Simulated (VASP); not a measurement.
# Ir (C2/m) in VASP: single point with LDA

Aim: the single point of Ir with LDA.

All numbers are computed with VASP 6.6.1; they aren't measurements. Logs are shortened: lines on timing, memory, paths and dates and some standing lists are left out, and cuts for length are marked.

## 1. The cell of the first run

It takes space group C2/m (No. 12, monoclinic). The conventional cell has a = 4.702 Å, b = 2.715 Å, c = 4.702 Å, α = 90.00°, β = 109.47°, γ = 90.00°. Within 3.5 Å of Ir (site symmetry m) lie 12 Ir at 2.67 to 2.76 Å.

## 2. Single point, LDA (atoms displaced along a vibrational mode)

INCAR

```
SYSTEM = Ir
ALGO     = Fast           ! electronic algorithm
EDIFF    = 1E-7           ! SCF threshold, eV
ENCUT    = 520            ! plane-wave cutoff, eV
ISIF     = 2              ! what is computed and relaxed
ISMEAR   = 0              ! smearing method
LASPH    = .True.         ! aspherical terms in the spheres
LCHARG   = .False.        ! write CHGCAR
LREAL    = .False.        ! projectors in reciprocal space
LWAVE    = .False.        ! write WAVECAR
NBANDS   = 16             ! bands
NELM     = 60             ! most SCF steps
PREC     = Accurate       ! precision mode
SIGMA    = 0.15           ! smearing width, eV
```

KPOINTS

```
k-points
0
Gamma
  24 24 20
  0 0 0
```

POSCAR

```
Ir
1.0
    0.0000000000     -1.9197000000     -1.9197000000
   -1.9197000000      0.0000000000     -1.9197000000
    1.9197000000      1.9197000000     -3.8394000000
Ir
2
Direct
    0.5079756069      0.5079756069      0.4999977150
   -0.0079756069     -0.0079756069      0.0000022850
```

Potentials or basis: VASP PAW LDA potentials, release 64 (Ir).

The run is started by

```sh
> cat potpaw_LDA.64/Ir/POTCAR > POTCAR
> mpirun -np 1 vasp_std > vasp.out
```

OUTCAR:

```text
SYSTEM = Ir
   EDIFF = 1E-7
   ENCUT = 520
   ISIF = 2
   ISMEAR = 0
   LASPH = .True.
   LREAL = .False.
   NELM = 60
   PREC = Accurate

 ion  position               nearest neighbor table
   1  0.508  0.508  0.500-   2 2.67   2 2.69   2 2.69   2 2.74   2 2.74   2 2.76
   2  0.992  0.992  0.000-   1 2.67   1 2.69   1 2.69   1 2.74   1 2.74   1 2.76

  LATTYP: Found a trigonal (rhomboedric) cell.
 ALAT       =     4.7022854592
 COS(alpha) =     0.8333333333

  Lattice vectors:

 A1 = (   1.9197000000,   3.8394000000,  -1.9197000000)
 A2 = (   3.8394000000,   1.9197000000,  -1.9197000000)
 A3 = (   1.9197000000,   1.9197000000,  -3.8394000000)

Analysis of symmetry for initial positions (statically):
=====================================================================
 Subroutine PRICEL returns:
 Original cell was already a primitive cell.

 Routine SETGRP: Setting up the symmetry group for a
 trigonal (rhombohedral) supercell.

 Subroutine GETGRP returns: Found  4 space group operations
 (whereof  2 operations were pure point group operations)
 out of a pool of 12 trial point group operations.

The static configuration has the point symmetry C_1h.
 The point group associated with its full space group is C_2h.

Analysis of symmetry for dynamics (positions and initial velocities):
=====================================================================
 Subroutine PRICEL returns:
 Original cell was already a primitive cell.

 Routine SETGRP: Setting up the symmetry group for a
 trigonal (rhombohedral) supercell.

 Subroutine GETGRP returns: Found  4 space group operations
 (whereof  2 operations were pure point group operations)
 out of a pool of 12 trial point group operations.

The dynamic configuration has the point symmetry C_1h.
 The point group associated with its full space group is C_2h.

 Subroutine INISYM returns: Found  4 space group operations
 (whereof  2 operations are pure point group operations),
 and found     1 'primitive' translations

----------------------------------------------------------------------------------------

                                     Primitive cell

  volume of cell :      28.2983

  direct lattice vectors                    reciprocal lattice vectors
     0.000000000 -1.919700000 -1.919700000     0.130228682 -0.390686045 -0.130228682
    -1.919700000  0.000000000 -1.919700000    -0.390686045  0.130228682 -0.130228682
     1.919700000  1.919700000 -3.839400000     0.130228682  0.130228682 -0.130228682

  length of vectors
     2.714865776  2.714865776  4.702285459     0.431919674  0.431919674  0.225562693

  position of ions in fractional coordinates (direct lattice)
     0.507975607  0.507975607  0.499997715
     0.992024393  0.992024393  0.000002285

  ion indices of the primitive-cell ions
   primitive index   ion index
                 1           1
                 2           2

----------------------------------------------------------------------------------------

 KPOINTS: k-points

Automatic generation of k-mesh.
 Grid dimensions read from file:
 generate k-points for:   24   24   20

 Generating k-lattice:

  Cartesian coordinates                     Fractional coordinates (reciprocal lattice)
     0.005426195 -0.016278585 -0.005426195     0.041666667  0.000000000 -0.000000000
    -0.016278585  0.005426195 -0.005426195     0.000000000  0.041666667 -0.000000000
     0.006511434  0.006511434 -0.006511434     0.000000000  0.000000000  0.050000000

  Length of vectors
     0.017996653  0.017996653  0.011278135

  Shift w.r.t. Gamma in fractional coordinates (k-lattice)
     0.000000000  0.000000000  0.000000000

 -----------------------------------------------------------------------------
|                                                                             |
|           W    W    AA    RRRRR   N    N  II  N    N   GGGG   !!!           |
|           W    W   A  A   R    R  NN   N  II  NN   N  G    G  !!!           |
|           W    W  A    A  R    R  N N  N  II  N N  N  G       !!!           |
|           W WW W  AAAAAA  RRRRR   N  N N  II  N  N N  G  GGG   !            |
|           WW  WW  A    A  R   R   N   NN  II  N   NN  G    G                |
|           W    W  A    A  R    R  N    N  II  N    N   GGGG   !!!           |
|                                                                             |
|     Your reciprocal lattice and k-lattice belong to different lattice       |
|     classes:                                                                |
|                                                                             |
|        The reciprocal lattice is rhombohedral (trigonal),                   |
|        whereas your k-lattice is base-centered monoclinic.                  |
|                                                                             |
|     Results are often still useful ...                                      |
|                                                                             |
 -----------------------------------------------------------------------------

 WARNING: IBZKPT: internal override: KBLOWUP is changed to .FALSE.
      ... skipping the blow-up phase ...

 Subroutine IBZKPT returns following result:
 ===========================================

 Found   3014 irreducible k-points:

 Following reciprocal coordinates:
            Coordinates               Weight
  0.000000  0.000000  0.000000      1.000000
  0.041667  0.000000  0.000000      4.000000
  0.083333  0.000000  0.000000      4.000000
  0.125000  0.000000 -0.000000      4.000000
  0.166667  0.000000  0.000000      4.000000
  0.208333  0.000000  0.000000      4.000000
[... 16 lines left out ...]
  0.416667  0.041667 -0.000000      4.000000
  0.458333  0.041667 -0.000000      4.000000
 [... further k-points ...]
   k-points           NKPTS =   3014   k-points in BZ     NKDIM =   3014   number of bands    NBANDS=     16
   number of dos      NEDOS =    301   number of ions     NIONS =      2
   total plane-waves  NPLWV =  14400
   dimension x,y,z NGX =    20 NGY =   20 NGZ =   36
   dimension x,y,z NGXF=    40 NGYF=   40 NGZF=   72
   ions per type =               2
   NGX,Y,Z   is equivalent  to a cutoff of  12.25, 12.25, 12.73 a.u.
   NGXF,Y,Z  is equivalent  to a cutoff of  24.49, 24.49, 25.46 a.u.
 SYSTEM =  Ir
   PREC   = accura    normal or accurate (medium, high low for compatibility)
   ISTART =      0    job   : 0-new  1-cont  2-samecut
   ICHARG =      2    charge: 1-file 2-atom 10-const
   ISPIN  =      1    spin polarized calculation?
   LNONCOLLINEAR =      F non collinear calculations
   LSORBIT =      F    spin-orbit coupling
   LASPH  =      T    aspherical Exc in radial PAW
   ENCUT  =  520.0 eV  38.22 Ry    6.18 a.u.   5.05  5.05  8.74*2*pi/ulx,y,z
   NELM   =     60;   NELMIN=  2; NELMDL= -5     # of ELM steps
   EDIFF  = 0.1E-06   stopping-criterion for ELM
   LREAL  =      F    real-space projection
   EDIFFG = 0.1E-05   stopping-criterion for IOM
   NSW    =      0    number of steps for IOM
   IBRION =     -1    ionic relax: 0-MD 1-quasi-New 2-CG
   NFREE  =      0    steps in history (QN), initial steepest desc. (CG)
   ISIF   =      2    stress and relaxation
   ISYM   =      2    0-nonsym 1-usesym 2-fastsym
   POTIM  = 0.5000    time-step for ionic-motion
   TEBEG  =    0.0;   TEEND  =   0.0 temperature during run
   PSTRESS=    0.0 pullay stress
   NELECT =      18.0000    total number of electrons
   NUPDOWN=      -1.0000    fix difference up-down
   EMIN   =  10.00;   EMAX   =-10.00  energy-range for DOS
   EFERMI =   0.00;   METHOD = LEGACY
   ISMEAR =     0;   SIGMA  =   0.15  broadening in eV -4-tet -1-fermi 0-gaus
   EFERMI_NEDOS =   21; number of points for ismear=-14 and -15
   IALGO  =     68    algorithm
   IMIX   =      4    mixing-type and parameters
     AMIX     =   0.40;   BMIX     =  1.00
     AMIX_MAG =   1.60;   BMIX_MAG =  1.00
  volume/ion in A,a.u.               =      14.15        95.48
  Fermi-wavevector in a.u.,A,eV,Ry     =   1.407923  2.660589 26.970118  1.982248
  Thomas-Fermi vector in A             =   2.530133
   LORBIT       =      0    0 simple, 1 ext, 2 COOP (PROOUT), +10 PAW based schemes
   GGA     = CA    functional components
   LHFCALC =     F    Hartree Fock is set to
   AEXX    =    0.0000 exact exchange contribution
   IVDW    =     0    specifies the selected vdW correction
   LEPSILON=     F    determine dielectric tensor
   LRPA    =     F    only Hartree local field effects (RPA)
 non-spin polarized calculation
 RMM-DIIS sequential band-by-band and
 Gauss-broadening in eV      SIGMA  =   0.15
  energy-cutoff  :      520.00
  volume of cell :       28.30
 maximum number of plane-waves:       780
   NGX = 11   NGY = 11   NGZ = 17

 number of electron      17.9999999 magnetization

 Free energy of the ion-electron system (eV)
  ---------------------------------------------------
  ext. energy  EPLUGINS =         0.00000000
  ---------------------------------------------------
  free energy    TOTEN  =       -20.63944385 eV

  energy without entropy =      -20.61860181  energy(sigma->0) =      -20.62902283

 E-fermi :  10.2994     XC(G=0): -14.1383

 val. band max:       10.2989933104   @ k =  -0.1667   0.2083   0.4000
 cond. band min:      10.3000146583   @ k =  -0.3750  -0.3750   0.2500
 fundamental gap:      0.0010213479
 Fermi energy:        10.2994363644

 k-point     1 :       0.0000    0.0000    0.0000
  band No.  band energies     occupation
      1      -0.7965      2.00000
      2       2.1965      2.00000
      3       6.3040      2.00000
      4       6.3127      2.00000
      5       6.3757      2.00000
      6       6.3985      2.00000
[... 8 lines left out ...]
     15      24.6887      0.00000
     16      30.1072      0.00000

 k-point     2 :       0.0417    0.0000    0.0000
  band No.  band energies     occupation
      1      -0.7252      2.00000
      2       2.2620      2.00000
      3       6.2452      2.00000
      4       6.3488      2.00000
      5       6.3679      2.00000
      6       6.4116      2.00000
[... 8 lines left out ...]
     15      24.8133      0.00000
     16      29.8700      0.00000

 k-point     3 :       0.0833    0.0000    0.0000
  band No.  band energies     occupation
      1      -0.5139      2.00000
      2       2.4537      2.00000
      3       6.0759      2.00000
      4       6.2131      2.00000
      5       6.5143      2.00000
      6       6.5268      2.00000
[... 8 lines left out ...]
     15      25.1761      0.00000
     16      29.1029      0.00000

 k-point     4 :       0.1250    0.0000   -0.0000
  band No.  band energies     occupation
      1      -0.1718      2.00000
      2       2.7568      2.00000
      3       5.8292      2.00000
      4       6.0041      2.00000
      5       6.6776      2.00000
      6       6.7229      2.00000
[... 8 lines left out ...]
     15      25.7444      0.00000
     16      28.2484      0.00000
[... 324 lines left out ...]
 k-point    22 :       0.3750    0.0417   -0.0000
  band No.  band energies     occupation
      1       2.8801      2.00000
      2       3.8855      2.00000
      3       4.7312      2.00000
      4       4.9888      2.00000
      5       6.2869      2.00000
      6       6.3953      2.00000
[... 8 lines left out ...]
     15      23.6226      0.00000
     16      27.3304      0.00000

 k-point    23 :       0.4167    0.0417   -0.0000
  band No.  band energies     occupation
      1       3.1809      2.00000
      2       3.7458      2.00000
      3       4.6852      2.00000
      4       4.8860      2.00000
      5       6.2220      2.00000
      6       6.5522      2.00000
[... 8 lines left out ...]
     15      22.9889      0.00000
     16      26.8674      0.00000

 k-point    24 :       0.4583    0.0417   -0.0000
  band No.  band energies     occupation
      1       3.3288      2.00000
      2       3.6191      2.00000
      3       4.6471      2.00000
      4       4.8427      2.00000
      5       6.3002      2.00000
      6       6.6058      2.00000
[... 8 lines left out ...]
     15      24.1347      0.00000
     16      26.4728      0.00000

 [... further k-points ...]

------------------------ aborting loop because EDIFF is reached ----------------------------------------

  FORCE on cell =-STRESS in cart. coord.  units (eV):
  Direction    XX          YY          ZZ          XY          YZ          ZX
  --------------------------------------------------------------------------------------
  -------------------------------------------------------------------------------------
  Total       -1.0167857     -1.0167857     -1.0801620      0.0704022     -0.0002828     -0.0002828
  in kB      -57.5678416    -57.5678416    -61.1560439      3.9859970     -0.0160102     -0.0160114
  external PRESSURE =     -58.7639091 kB  Pullay stress =       0.0000000 kB

 VOLUME and BASIS-vectors are now :
 -----------------------------------------------------------------------------
  energy-cutoff  :      520.00
  volume of cell :       28.30
      direct lattice vectors                 reciprocal lattice vectors
     0.000000000 -1.919700000 -1.919700000     0.130228682 -0.390686045 -0.130228682
    -1.919700000  0.000000000 -1.919700000    -0.390686045  0.130228682 -0.130228682
     1.919700000  1.919700000 -3.839400000     0.130228682  0.130228682 -0.130228682

 POSITION                                       TOTAL-FORCE (eV/Angst)
 -----------------------------------------------------------------------------------
     -0.01532     -0.01532     -3.87001         0.140993      0.140993      0.276481
     -1.90438     -1.90438     -3.80879        -0.140993     -0.140993     -0.276481
 -----------------------------------------------------------------------------------
    total drift:                                0.000000      0.000000     -0.000000

  FREE ENERGIE OF THE ION-ELECTRON SYSTEM (eV)
  ---------------------------------------------------
  free  energy   TOTEN  =       -20.6394438483 eV

  energy  without entropy=      -20.6186018111  energy(sigma->0) =      -20.62902283
```

Run time: 11 min. Hardware: 1 thread of Intel Xeon 6975P-C (Granite Rapids), shared host; peak memory 1.1 GiB.

Results:

```yaml
Free_energy: -20.6394 eV
Pressure: -5.9 GPa
Largest_force: 0.341 eV/Å
Band_gap_on_the_k_mesh: zero (bands 9 and 10 overlap by 2.87 eV)
```

Forces in eV/Å, atoms in the order of the input:
```
Ir   0.141  0.141  0.276
Ir  -0.141 -0.141 -0.276
```

Caveat: the cell differs from its parent crystal (atoms displaced along a vibrational mode); the cell stands under tension; spin-orbit coupling is left out, which moves the levels of the heavy elements.
